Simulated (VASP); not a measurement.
## Mn: single point with LDA

Mn:

```
Mn
1.0
    -1.34291    1.63386    1.19771
     1.63386   -1.34291    1.19771
     2.73503    2.73503   -0.66483
Mn
2
Direct
  0.04166 0.95834 0.00000
  0.70834 0.29166 0.50000
```

This isn't the form of Mn at room conditions, which is a 58-atom cubic cell.

- Program: VASP 6.6.1
- Task: single point
- Functional: LDA
- Potentials or basis: VASP PAW LDA potentials, release 64 (Mn_pv)
- Cutoff: 520 eV
- k mesh: 17 × 17 × 9
- Occupations: fermi-dirac, width 0.05 eV
- Spin: collinear spin, antiferromagnetic start
- Starting moments: [3.0, -3.0] μB

```yaml
Pressure: 0.5 GPa
Band_gap_on_the_k_mesh: zero (filled and empty bands overlap)
Net_moment: 0.00 μB per cell
Valence_electrons_inside_the_program's_atomic_spheres: Mn 12.14
```

Stress tensor (GPa, compression positive):
```
 0.47 -0.22  0.06
-0.22  0.47  0.06
 0.06  0.06  0.67
```

Levels at points of the mesh, in eV from the Fermi level:
Spin up:
```
           k point  band 11  band 12  band 13  band 14  band 15  band 16
(0.00, 0.00, 0.00)    -1.06    -0.54    -0.54     0.03     0.03     0.98
```
Spin down:
```csv
k point,band 9,band 10,band 11,band 12,band 13,band 14,band 15,band 16,band 17,band 18
"(0.00, 0.00, 0.00)",-1.06,-1.06,-1.06,-0.54,-0.54,0.03,0.03,0.98,1.77,1.77
```

Wall time 14 min on 1 thread of Oxide Virtual Turin-like Processor, on a shared host, peak memory 0.46 GiB.
